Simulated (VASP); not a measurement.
Crystal: InAg2.

```
In Ag
1.0
     0.00000    3.14109    3.14109
     3.14109    0.00000    3.14109
     3.14109    3.14109    0.00000
In Ag
1 2
Direct
  0.00000 0.00000 0.00000
  0.25000 0.25000 0.25000
  0.75000 0.75000 0.75000
```

- Program: VASP 6.6.1
- Task: relaxation of cell and atoms
- Functional: PBE
- Potentials or basis: VASP PAW PBE potentials, release 64 (In_d, Ag)
- Cutoff: 600 eV
- k mesh: 6 × 6 × 6
- Occupations: gaussian, width 0.1 eV
- Spin: no spin polarisation

At the start: pressure 9.2 GPa; volume 20.66 Å³/atom.

Q: Where does the relaxation end?

A: Over 3 steps the energy falls by 64.0 meV/atom and the volume is 23.19 Å³/atom (+12.2 %); space group Fm-3m (No. 225, to 0.05 Å).

Step by step:
| step | energy change (eV) | largest force (eV/Å) | pressure (GPa) | volume (Å³) |
| --- | --- | --- | --- | --- |
| 1 | 0.0000 | 0.0000 | 9.18 | 61.98 |
| 2 | -0.1629 | 0.0000 | -2.43 | 73.21 |
| 3 | -0.1919 | 0.0000 | 0.02 | 69.57 |

Final structure:
```
CELL_PARAMETERS angstrom
0.00000 3.26435 3.26435
3.26435 0.00000 3.26435
3.26435 3.26435 0.00000
ATOMIC_POSITIONS crystal
In 0.00000 0.00000 0.00000
Ag 0.25000 0.25000 0.25000
Ag 0.75000 0.75000 0.75000
```
